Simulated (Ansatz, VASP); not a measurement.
Two plane-wave programs on AlH

Contents of INCAR:

```
SYSTEM = AlH
PREC = Accurate ; ENCUT = 600
EDIFF = 1E-6 ; ISMEAR = 0
SIGMA = 0.1 ; LREAL = .False.
LASPH = .True. ; NELM = 80
ALGO = Normal ; ISIF = 3
LWAVE = .False. ; LCHARG = .False.
GGA = PE ; IBRION = 2
NSW = 90 ; EDIFFG = -0.04
```

KPOINTS

```
Automatic mesh
0
Gamma
  6 6 4
  0 0 0
```

The input POSCAR:

```
AlH
1.0
    2.3140975252     -2.1416655274      0.0000000000
    2.3140975252      2.1416655274      0.0000000000
   -0.9556353274      0.0000000000      5.0364800586
Al H
2 2
Direct
    0.3408278314      0.3408278314      0.2500000000
    0.6591721686      0.6591721686      0.7500000000
    0.1666666667      0.1666666667      0.5000000000
    0.8333333333      0.8333333333      0.5000000000
```

Input for Ansatz:

```yaml
crystal:
  lattice:
    - [2.3140975252, -2.1416655274, 0.0]
    - [2.3140975252, 2.1416655274, 0.0]
    - [-0.9556353274, 0.0, 5.0364800586]
  atoms:
    - { symbol: Al, position: [0.3408278314, 0.3408278314, 0.25] }
    - { symbol: Al, position: [0.6591721686, 0.6591721686, 0.75] }
    - { symbol: H, position: [0.1666666667, 0.1666666667, 0.5] }
    - { symbol: H, position: [0.8333333333, 0.8333333333, 0.5] }
basis:
  ecutwfc: 420
kpoints:
  mp_grid: { grid: [6, 6, 4] }
hamiltonian:
  xc: pbe
scf:
  occupations: { method: gaussian, width: 0.1 }
  lower_state_search: "off"
output:
  forces: true
  stress: true
  eigenvalues: true
relax:
  adjacent_minimum: "off"
  f_tol: 0.04
  max_steps: 70
  cell: { stress_tol: 0.4 }
```

Alike in both runs: task relaxation of cell and atoms; functional PBE; k mesh 6 × 6 × 4; occupations gaussian, width 0.1 eV; no spin polarisation.

```csv
,VASP,Ansatz
version,VASP 6.6.1,Ansatz 0.2.0
potentials or method,"VASP PAW PBE potentials, release 64 (Al, H), cutoff 600 eV","scalar-relativistic, plane waves, PAW"
valence electrons in the cell,8,8
```

```tsv
	VASP	Ansatz	Ansatz less VASP
gap on the k mesh at the Fermi level, each at its own relaxed structure (eV)	none	none	-
relaxed volume (Å³/atom)	11.24	11.15	-0.089
relaxed cell length with the largest relative difference (Å)	3.182	3.170	-0.0128
```

A gap of «none» marks a metal or a gap that the smearing closes.
